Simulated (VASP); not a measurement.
A run of VASP 6.6.1 is set up as follows.

File INCAR:

```
SYSTEM = LaPd2
PREC     = Accurate       ! precision mode
ENCUT    = 520            ! plane-wave cutoff, eV
EDIFF    = 1E-6           ! SCF threshold, eV
ISMEAR   = -1             ! smearing method
SIGMA    = 0.05           ! smearing width, eV
LREAL    = .FALSE.        ! projectors in reciprocal space
LASPH    = .TRUE.         ! aspherical terms in the spheres
NELM     = 80             ! most SCF steps
ALGO     = Normal         ! electronic algorithm
ISIF     = 2              ! what is computed and relaxed
LWAVE    = .FALSE.        ! write WAVECAR
LCHARG   = .FALSE.        ! write CHGCAR
GGA      = RP             ! functional
NBANDS   = 22             ! bands
```

The input KPOINTS:

```
regular mesh
0
G
  9 9 9
  0 0 0
```

Contents of POSCAR:

```
LaPd2
1.0
   -2.0237999178      2.0237999178      4.5025809433
    2.0237999178     -2.0237999178      4.5025809433
    2.0237999178      2.0237999178     -4.5025809433
La Pd
1 2
Direct
    0.0000000000      0.0000000000      0.0000000000
    0.2500000000      0.7500000000      0.5000000000
    0.7500000000      0.2500000000      0.5000000000
```

Potentials or basis: VASP PAW PBE potentials, release 64 (La, Pd).

Command:

```sh
$ cat potpaw_PBE.64/La/POTCAR potpaw_PBE.64/Pd/POTCAR > POTCAR
$ mpirun -np 1 vasp_std > vasp.out
```

**Question.** Estimate the pressure.

**Answer.** -0.1 GPa.

Caveat: the PAW data sets were made with another functional, which shifts forces and pressure a little.
